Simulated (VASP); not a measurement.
Runs of VASP 6.6.1 on Ge. The structure is that of space group Fd-3m (No. 227), or close to it. The cells are those of the table. 

| cell | gap on the mesh (eV) | pressure (GPa) |
| --- | --- | --- |
| a = 4.031, b = 4.031, c = 4.001 Å, angles 60.2, 60.2, 59.5°, 2 atoms | none | 2.5 |
| a = 4.001 Å, angles 60.0°, 2 atoms | 0.04 | (a) |
| a = 3.971, b = 3.971, c = 4.001 Å, angles 59.8, 59.8, 60.5°, 2 atoms | (b) | 4.5 |
| a = 4.061, b = 4.061, c = 4.001 Å, angles 60.5, 60.5, 59.0°, 2 atoms | none | 1.6 |
| a = 3.941, b = 3.941, c = 4.001 Å, angles 59.5, 59.5, 61.0°, 2 atoms | 0.11 | 5.8 |

Alike in all rows: task single point; level PBE; potentials or basis VASP PAW PBE potentials, release 64 (Ge_d); no spin polarisation; k mesh 6 × 6 × 6; cutoff (eV) 500; smearing gaussian 0.02 eV.

Problem. Estimate the missing entries.

Solution. (a) 3.4; (b) 0.09.

Caveats: the cell stands under pressure (at least some runs); semilocal functionals underestimate gaps, so a narrow gap can read as zero (at least some runs).

A k mesh can miss the band edges, and the runs leave out spin-orbit coupling on Ge.

A gap of «none» marks levels without a gap at the run's occupations.
